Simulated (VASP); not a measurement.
# InSb (rocksalt type) (Fm-3m) in VASP: notebook

The runs below take InSb (rocksalt type) through single point, relaxation of cell and atoms, with PBE.

Program: VASP 6.6.1. These are calculated values, not measurements. Logs are shortened: lines on timing, memory, paths and dates and some standing lists are left out, and cuts for length are marked.

**1. The cell of the first run**

Symmetry: Fm-3m, No. 225, cubic system. The conventional cell has a = 6.151 Å, b = 6.151 Å, c = 6.151 Å, α = 90.00°, β = 90.00°, γ = 90.00°. In (site symmetry m-3m) has 6 Sb at 3.08 Å within 4.0 Å. Sb (site symmetry m-3m) has 6 In at 3.08 Å within 4.0 Å.

**2. Single point, PBE**

INCAR reads:

```
SYSTEM = InSb
  ALGO = Normal
  EDIFF = 1E-6
  ENCUT = 520
  GGA = PE
  ISIF = 2
  ISMEAR = -1
  LASPH = .True.
  LCHARG = .False.
  LREAL = .False.
  LWAVE = .False.
  NBANDS = 16
  NELM = 60
  PREC = Accurate
  SIGMA = 0.1
```

KPOINTS reads:

```
k-points
0
Gamma
  12 12 12
  0 0 0
```

POSCAR reads:

```
InSb
1.0
    0.0000000000      3.0755483222      3.0755483222
    3.0755483222      0.0000000000      3.0755483222
    3.0755483222      3.0755483222      0.0000000000
In Sb
1 1
Direct
    0.0000000000      0.0000000000      0.0000000000
    0.5000000000      0.5000000000      0.5000000000
```

Potentials or basis: VASP PAW PBE potentials, release 64 (In_d, Sb).

Command:

```
> cat potpaw_PBE.64/In_d/POTCAR potpaw_PBE.64/Sb/POTCAR > POTCAR
> mpirun -np 1 vasp_std > vasp.out
```

OUTCAR:

```text
SYSTEM = InSb
   EDIFF = 1E-6
   ENCUT = 520
   GGA = PE
   ISIF = 2
   ISMEAR = -1
   LASPH = .True.
   LREAL = .False.
   NELM = 60
   PREC = Accurate

 ion  position               nearest neighbor table
   1  0.000  0.000  0.000-   2 3.08   2 3.08   2 3.08   2 3.08   2 3.08   2 3.08
   2  0.500  0.500  0.500-   1 3.08   1 3.08   1 3.08   1 3.08   1 3.08   1 3.08

  LATTYP: Found a face centered cubic cell.
 ALAT       =     6.1510966444

  Lattice vectors:

 A1 = (   0.0000000000,   3.0755483222,   3.0755483222)
 A2 = (   3.0755483222,   0.0000000000,   3.0755483222)
 A3 = (   3.0755483222,   3.0755483222,   0.0000000000)

Analysis of symmetry for initial positions (statically):
=====================================================================
 Subroutine PRICEL returns:
 Original cell was already a primitive cell.

 Routine SETGRP: Setting up the symmetry group for a
 face centered cubic supercell.

 Subroutine GETGRP returns: Found 48 space group operations
 (whereof 48 operations were pure point group operations)
 out of a pool of 48 trial point group operations.

The static configuration has the point symmetry O_h .

Analysis of symmetry for dynamics (positions and initial velocities):
=====================================================================
 Subroutine PRICEL returns:
 Original cell was already a primitive cell.

 Routine SETGRP: Setting up the symmetry group for a
 face centered cubic supercell.

 Subroutine GETGRP returns: Found 48 space group operations
 (whereof 48 operations were pure point group operations)
 out of a pool of 48 trial point group operations.

The dynamic configuration has the point symmetry O_h .

 Subroutine INISYM returns: Found 48 space group operations
 (whereof 48 operations are pure point group operations),
 and found     1 'primitive' translations

----------------------------------------------------------------------------------------

                                     Primitive cell

  volume of cell :      58.1832

  direct lattice vectors                    reciprocal lattice vectors
     0.000000000  3.075548322  3.075548322    -0.162572637  0.162572637  0.162572637
     3.075548322  0.000000000  3.075548322     0.162572637 -0.162572637  0.162572637
     3.075548322  3.075548322  0.000000000     0.162572637  0.162572637 -0.162572637

  length of vectors
     4.349482149  4.349482149  4.349482149     0.281584067  0.281584067  0.281584067

  position of ions in fractional coordinates (direct lattice)
     0.000000000  0.000000000  0.000000000
     0.500000000  0.500000000  0.500000000

  ion indices of the primitive-cell ions
   primitive index   ion index
                 1           1
                 2           2

----------------------------------------------------------------------------------------

 KPOINTS: k-points

Automatic generation of k-mesh.
 Grid dimensions read from file:
 generate k-points for:   12   12   12

 Generating k-lattice:

  Cartesian coordinates                     Fractional coordinates (reciprocal lattice)
    -0.013547720  0.013547720  0.013547720     0.083333333  0.000000000  0.000000000
     0.013547720 -0.013547720  0.013547720     0.000000000  0.083333333  0.000000000
     0.013547720  0.013547720 -0.013547720     0.000000000  0.000000000  0.083333333

  Length of vectors
     0.023465339  0.023465339  0.023465339

  Shift w.r.t. Gamma in fractional coordinates (k-lattice)
     0.000000000  0.000000000  0.000000000

 Subroutine IBZKPT returns following result:
 ===========================================

 Found     72 irreducible k-points:

 Following reciprocal coordinates:
            Coordinates               Weight
  0.000000  0.000000  0.000000      1.000000
  0.083333  0.000000  0.000000      8.000000
  0.166667  0.000000  0.000000      8.000000
  0.250000  0.000000  0.000000      8.000000
  0.333333  0.000000  0.000000      8.000000
  0.416667  0.000000  0.000000      8.000000
[... 16 lines left out ...]
  0.500000  0.166667  0.000000     24.000000
 -0.416667  0.166667  0.000000     24.000000
 [... further k-points ...]
   k-points           NKPTS =     72   k-points in BZ     NKDIM =     72   number of bands    NBANDS=     16
   number of dos      NEDOS =    301   number of ions     NIONS =      2
   total plane-waves  NPLWV =  32768
   dimension x,y,z NGX =    32 NGY =   32 NGZ =   32
   dimension x,y,z NGXF=    64 NGYF=   64 NGZF=   64
   ions per type =               1   1
   NGX,Y,Z   is equivalent  to a cutoff of  12.23, 12.23, 12.23 a.u.
   NGXF,Y,Z  is equivalent  to a cutoff of  24.46, 24.46, 24.46 a.u.
 SYSTEM =  InSb
   PREC   = accura    normal or accurate (medium, high low for compatibility)
   ISTART =      0    job   : 0-new  1-cont  2-samecut
   ICHARG =      2    charge: 1-file 2-atom 10-const
   ISPIN  =      1    spin polarized calculation?
   LNONCOLLINEAR =      F non collinear calculations
   LSORBIT =      F    spin-orbit coupling
   LASPH  =      T    aspherical Exc in radial PAW
   ENCUT  =  520.0 eV  38.22 Ry    6.18 a.u.   8.09  8.09  8.09*2*pi/ulx,y,z
   NELM   =     60;   NELMIN=  2; NELMDL= -5     # of ELM steps
   EDIFF  = 0.1E-05   stopping-criterion for ELM
   LREAL  =      F    real-space projection
   EDIFFG = 0.1E-04   stopping-criterion for IOM
   NSW    =      0    number of steps for IOM
   IBRION =     -1    ionic relax: 0-MD 1-quasi-New 2-CG
   NFREE  =      0    steps in history (QN), initial steepest desc. (CG)
   ISIF   =      2    stress and relaxation
   ISYM   =      2    0-nonsym 1-usesym 2-fastsym
   POTIM  = 0.5000    time-step for ionic-motion
   TEBEG  =    0.0;   TEEND  =   0.0 temperature during run
   PSTRESS=    0.0 pullay stress
   NELECT =      18.0000    total number of electrons
   NUPDOWN=      -1.0000    fix difference up-down
   EMIN   =  10.00;   EMAX   =-10.00  energy-range for DOS
   EFERMI =   0.00;   METHOD = LEGACY
   ISMEAR =    -1;   SIGMA  =   0.10  broadening in eV -4-tet -1-fermi 0-gaus
   EFERMI_NEDOS =   21; number of points for ismear=-14 and -15
   IALGO  =     38    algorithm
   IMIX   =      4    mixing-type and parameters
     AMIX     =   0.40;   BMIX     =  1.00
     AMIX_MAG =   1.60;   BMIX_MAG =  1.00
  volume/ion in A,a.u.               =      29.09       196.32
  Fermi-wavevector in a.u.,A,eV,Ry     =   1.107218  2.092339 16.679811  1.225932
  Thomas-Fermi vector in A             =   2.243729
   LORBIT       =      0    0 simple, 1 ext, 2 COOP (PROOUT), +10 PAW based schemes
   GGA     = PE    functional components
   LHFCALC =     F    Hartree Fock is set to
   AEXX    =    0.0000 exact exchange contribution
   IVDW    =     0    specifies the selected vdW correction
   LEPSILON=     F    determine dielectric tensor
   LRPA    =     F    only Hartree local field effects (RPA)
 non-spin polarized calculation
  energy-cutoff  :      520.00
  volume of cell :       58.18
 maximum number of plane-waves:      1592
   NGX = 17   NGY = 17   NGZ = 17

 number of electron      18.0000005 magnetization

 Free energy of the ion-electron system (eV)
  ---------------------------------------------------
  ext. energy  EPLUGINS =         0.00000000
  ---------------------------------------------------
  free energy    TOTEN  =        -6.68462923 eV

  energy without entropy =       -6.64357808  energy(sigma->0) =       -6.66410366

 E-fermi :   6.5481     XC(G=0):  -9.6997

 val. band max:        6.5267120640   @ k =   0.5000   0.0833   0.0000
 cond. band min:       6.5555807714   @ k =   0.1667   0.0000   0.0000
 fundamental gap:      0.0288687074
 Fermi energy:         6.5480876387

 k-point     1 :       0.0000    0.0000    0.0000
  band No.  band energies     occupation
      1      -7.8504      2.00000
      2      -7.8504      2.00000
      3      -7.8220      2.00000
      4      -7.8220      2.00000
      5      -7.8220      2.00000
      6      -4.3227      2.00000
[... 8 lines left out ...]
     15      12.7171      0.00000
     16      12.7171      0.00000

 k-point     2 :       0.0833    0.0000    0.0000
  band No.  band energies     occupation
      1      -7.8521      2.00000
      2      -7.8521      2.00000
      3      -7.8221      2.00000
      4      -7.8206      2.00000
      5      -7.8206      2.00000
      6      -4.2498      2.00000
[... 8 lines left out ...]
     15      12.9096      0.00000
     16      12.9096      0.00000

 k-point     3 :       0.1667    0.0000    0.0000
  band No.  band energies     occupation
      1      -7.8572      2.00000
      2      -7.8572      2.00000
      3      -7.8221      2.00000
      4      -7.8162      2.00000
      5      -7.8162      2.00000
      6      -4.0339      2.00000
[... 8 lines left out ...]
     15      13.3512      0.00000
     16      13.3512      0.00000

 k-point     4 :       0.2500    0.0000    0.0000
  band No.  band energies     occupation
      1      -7.8647      2.00000
      2      -7.8647      2.00000
      3      -7.8224      2.00000
      4      -7.8094      2.00000
      5      -7.8094      2.00000
      6      -3.6868      2.00000
[... 8 lines left out ...]
     15      14.0461      0.00000
     16      14.0461      0.00000
[... 324 lines left out ...]
 k-point    22 :       0.4167    0.1667    0.0000
  band No.  band energies     occupation
      1      -7.9024      2.00000
      2      -7.8601      2.00000
      3      -7.8239      2.00000
      4      -7.8017      2.00000
      5      -7.7941      2.00000
      6      -2.8354      2.00000
[... 8 lines left out ...]
     15      16.7048      0.00000
     16      16.9006      0.00000

 k-point    23 :       0.5000    0.1667    0.0000
  band No.  band energies     occupation
      1      -7.9027      2.00000
      2      -7.8678      2.00000
      3      -7.8205      2.00000
      4      -7.8007      2.00000
      5      -7.7921      2.00000
      6      -2.4445      2.00000
[... 8 lines left out ...]
     15      16.9274      0.00000
     16      17.0420      0.00000

 k-point    24 :      -0.4167    0.1667    0.0000
  band No.  band energies     occupation
      1      -7.8972      2.00000
      2      -7.8735      2.00000
      3      -7.8180      2.00000
      4      -7.8008      2.00000
      5      -7.7939      2.00000
      6      -2.3754      2.00000
[... 8 lines left out ...]
     15      15.7329      0.00000
     16      15.8303      0.00000

 [... further k-points ...]

------------------------ aborting loop because EDIFF is reached ----------------------------------------

  FORCE on cell =-STRESS in cart. coord.  units (eV):
  Direction    XX          YY          ZZ          XY          YZ          ZX
  --------------------------------------------------------------------------------------
  -------------------------------------------------------------------------------------
  Total       -0.0167990     -0.0167990     -0.0167990      0.0000000      0.0000000     -0.0000000
  in kB       -0.4625905     -0.4625905     -0.4625905      0.0000000      0.0000000     -0.0000000
  external PRESSURE =      -0.4625905 kB  Pullay stress =       0.0000000 kB

 VOLUME and BASIS-vectors are now :
 -----------------------------------------------------------------------------
  energy-cutoff  :      520.00
  volume of cell :       58.18
      direct lattice vectors                 reciprocal lattice vectors
     0.000000000  3.075548322  3.075548322    -0.162572637  0.162572637  0.162572637
     3.075548322  0.000000000  3.075548322     0.162572637 -0.162572637  0.162572637
     3.075548322  3.075548322  0.000000000     0.162572637  0.162572637 -0.162572637

 POSITION                                       TOTAL-FORCE (eV/Angst)
 -----------------------------------------------------------------------------------
      0.00000      0.00000      0.00000        -0.000000     -0.000000     -0.000000
      3.07555      3.07555      3.07555         0.000000      0.000000      0.000000
 -----------------------------------------------------------------------------------
    total drift:                                0.000000     -0.000000     -0.000000

  FREE ENERGIE OF THE ION-ELECTRON SYSTEM (eV)
  ---------------------------------------------------
  free  energy   TOTEN  =        -6.6846292329 eV

  energy  without entropy=       -6.6435780787  energy(sigma->0) =       -6.66410366
```

Wall time 48 s (1 thread of Intel Xeon 8259CL, shared host); peak memory 0.22 GiB.

Results:

```
Free energy            : -6.6846 eV
Pressure               : 0.0 GPa
Band gap on the k mesh : zero (bands 9 and 10 overlap by 2.66 eV)
```

Caveat: spin-orbit coupling is left out, which moves the levels of the heavy elements.

**3. Relaxation of cell and atoms, PBE**

This run uses another cell than the first one, of 25.60 Å³/atom.

INCAR reads:

```
  ALGO = Normal
  EDIFF = 1E-6
  EDIFFG = -0.005
  ENCUT = 600
  GGA = PE
  IBRION = 2
  ISIF = 3
  ISMEAR = -1
  LASPH = True
  LCHARG = False
  LREAL = False
  LWAVE = False
  NELM = 80
  NSW = 60
  PREC = Accurate
  SIGMA = 0.1
```

KPOINTS reads:

```
k-points
0
Gamma
  12 12 12
```

POSCAR reads:

```
InSb
1.0
    0.0000000000      2.9473523161      2.9473523161
    2.9473523161      0.0000000000      2.9473523161
    2.9473523161      2.9473523161      0.0000000000
In Sb
1 1
Direct
    0.0000000000      0.0000000000      0.0000000000
    0.5000000000      0.5000000000      0.5000000000
```

Potentials or basis: VASP PAW PBE potentials, release 64 (In_d, Sb).

Command:

```
> cat potpaw_PBE.64/In_d/POTCAR potpaw_PBE.64/Sb/POTCAR > POTCAR
> mpirun -np 1 vasp_std > vasp.out
```

It took 5.2 min on 1 thread of Intel Xeon 8259CL, shared host; peak memory 0.25 GiB.

Results (log left out):

```yaml
Free_energy: -6.6837 eV
Relaxed_volume: 29.06 Å³/atom
Relaxed_cell: a = 4.348 Å, b = 4.348 Å, c = 4.348 Å, α = 60.00°, β = 60.00°, γ = 60.00°
Space_group_after_relaxing_to_0.1_Å: Fm-3m (No. 225)
Energy_gained_by_relaxing: 79.0 meV/atom
Ionic_steps: 5
Pressure_after_relaxing: 0.0 GPa
Band_gap_on_the_k_mesh: zero (bands 9 and 10 overlap by 2.67 eV)
```

The path:
| step | energy change (eV) | largest force (eV/Å) | pressure (GPa) | volume (Å³) |
| --- | --- | --- | --- | --- |
| 1 | 0.0000 | 0.0000 | 8.27 | 51.21 |
| 2 | -0.1300 | 0.0000 | -2.38 | 61.64 |
| 3 | -0.1579 | 0.0000 | 0.03 | 58.10 |
| 4 | -0.1579 | 0.0000 | -0.09 | 58.25 |
| 5 | -0.1579 | 0.0000 | 0.01 | 58.12 |

Final structure:
```
In Sb
1.0
     0.00000    3.07449    3.07449
     3.07449    0.00000    3.07449
     3.07449    3.07449    0.00000
In Sb
1 1
Direct
  0.00000 0.00000 0.00000
  0.50000 0.50000 0.50000
```

Levels at points of the mesh, in eV from the Fermi level:
```tsv
k point	band 7	band 8	band 9	band 10	band 11	band 12
(0.00, 0.00, 0.00)	-0.52	-0.03	-0.03	-0.03	6.03	6.03
(0.50, 0.00, 0.00)	-6.34	0.34	0.34	2.19	2.48	2.48
(0.50, 0.50, 0.00)	-4.35	-3.33	-2.07	-2.07	3.26	8.19
```

Caveat: spin-orbit coupling is left out, which moves the levels of the heavy elements.
